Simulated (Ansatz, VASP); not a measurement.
One calculation of MgS, two programs

```xyz
2
Lattice="5.6086 0.0000 0.0000 -2.8043 4.8572 0.0000 0.0000 0.0000 4.4496" Properties=species:S:1:pos:R:3 pbc="T T T"
Mg    0.0000    0.0000    0.0000
S     0.0000    0.0000    2.2248
```

Alike in both runs: functional PBE; k mesh 6 × 6 × 4; occupations gaussian, width 0.1 eV; no spin polarisation.

Ansatz relaxed the structure, and its values are those at the end. VASP's run is a single point on that final structure, the one shown.

|  | VASP | Ansatz |
| --- | --- | --- |
| version | VASP 6.6.1 | Ansatz 0.2.0 |
| potentials or method | VASP PAW PBE potentials, release 64 (Mg, S), cutoff 520 eV | scalar-relativistic, plane waves, PAW |
| valence electrons in the cell | 8 | 16 |

|  | VASP | Ansatz | Ansatz less VASP |
| --- | --- | --- | --- |
| gap on the k mesh at the Fermi level (eV) | 2.06 | 2.05 | -0.001 |
| least direct gap on the mesh (eV) | 2.32 | 2.32 | -0.001 |
| pressure (GPa) | 0.1 | 0.1 | +0.02 |

The functional is the same, so the differences come from potentials, cutoffs and numerics. VASP's potentials hold 8 valence electrons a cell and Ansatz's 16, so a difference there can come from the potentials and not from the codes.
